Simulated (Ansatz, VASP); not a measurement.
One calculation of HPbNO4, two programs

```xyz
14
Lattice="6.8588 0.0000 0.0000 0.0000 4.2287 0.0000 -3.3910 0.0000 7.2746" Properties=species:S:1:pos:R:3 pbc="T T T"
H    -0.1737    3.1715    3.6904
H     3.6414    1.0572    3.5842
Pb    1.1071    1.0572    2.0728
Pb    2.3606    3.1715    5.2018
N    -1.3602    3.1715    6.0791
N     4.8280    1.0572    1.1954
O     0.7313    3.1715    3.2982
O    -0.1409    3.1715    6.3217
O    -2.2099    3.1715    7.0226
O    -1.7847    3.1715    4.8707
O     2.7364    1.0572    3.9764
O     3.6087    1.0572    0.9529
O     5.6777    1.0572    0.2519
O     5.2524    1.0572    2.4039
```

Alike in both runs: functional PBE; k mesh 4 × 6 × 4; occupations gaussian, width 0.02 eV; no spin polarisation.

Ansatz relaxed the structure, and its values are those at the end. VASP's run is a single point on that final structure, the one shown.

|  | VASP | Ansatz |
| --- | --- | --- |
| version | VASP 6.6.1 | Ansatz 0.2.0 |
| potentials or method | VASP PAW PBE potentials, release 64 (H, Pb_d, N, O), cutoff 520 eV | scalar-relativistic, plane waves, PAW |
| valence electrons in the cell | 88 | 88 |

|  | VASP | Ansatz | Ansatz less VASP |
| --- | --- | --- | --- |
| gap on the k mesh at the Fermi level (eV) | 3.05 | 3.07 | +0.020 |
| least direct gap on the mesh (eV) | 3.27 | 3.29 | +0.021 |
| pressure (GPa) | 0.6 | 0.0 | -0.57 |
| rms of the force components (eV/Å) | 0.151 | 0.002 | -0.1494 |

One of these differences is far larger than is usual between the two programs; its cause wasn't traced.

Neither program's run includes spin-orbit coupling. Noted on VASP's run: the standard files for N, O and F lose accuracy on very short bonds.
